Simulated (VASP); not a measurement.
Crystal: Ni2N.

```xyz
6
Lattice="2.4543 0.0000 0.0000 -1.2271 2.1255 0.0000 0.0000 0.0000 9.5461" Properties=species:S:1:pos:R:3 pbc="T T T"
Ni    0.0000    1.4170    5.9902
Ni    1.2271    0.7085    1.2171
Ni    0.0000    1.4170    8.3290
Ni    1.2271    0.7085    3.5559
N     0.0000    1.4170    2.3865
N     1.2271    0.7085    7.1596
```

```yaml
Program: VASP 6.6.1
Task: relaxation of cell and atoms
Functional: PBE
Potentials_or_basis: VASP PAW PBE potentials, release 64 (Ni, N)
Cutoff: 600 eV
k_mesh: 12 × 12 × 2
Occupations: gaussian, width 0.1 eV
Spin: no spin polarisation
```

At the start: pressure 57.7 GPa; volume 8.30 Å³/atom.

Task: Where does the relaxation end?

Result: Over 12 steps the energy falls by 361.6 meV/atom and the volume is 9.46 Å³/atom (+14.0 %); space group P6_3/mmc (No. 194, to 0.05 Å).

The path:
```csv
step,energy change (eV),largest force (eV/Å),pressure (GPa),volume (Å³)
1,0.0000,3.1813,57.67,49.80
2,1.0386,2.0618,-35.00,74.43
3,-1.6661,0.4550,-5.75,58.61
4,-1.6746,0.3355,-3.65,58.11
5,-1.6757,0.2825,-2.71,57.89
6,-2.0535,0.2224,-1.71,57.83
7,-2.1136,0.5162,-0.51,57.73
8,-2.1186,0.6476,0.06,57.68
9,-2.1597,0.0472,-3.00,57.72
10,-2.1598,0.0112,-3.15,57.72
11,-2.1655,0.0062,2.03,56.19
12,-2.1695,0.0124,-0.07,56.77
```

Final structure:
```
Ni N
1.0
     2.71945    0.00000    0.00000
    -1.35973    2.35511    0.00000
     0.00000    0.00000    8.86453
Ni N
4 2
Cartesian
  0.0000 1.5701 5.4727
  1.3597 0.7850 1.0404
  0.0000 1.5701 7.8241
  1.3597 0.7850 3.3918
  0.0000 1.5701 2.2161
  1.3597 0.7850 6.6484
```

Caveat: the run has no spin polarisation, though such a crystal can be magnetic.
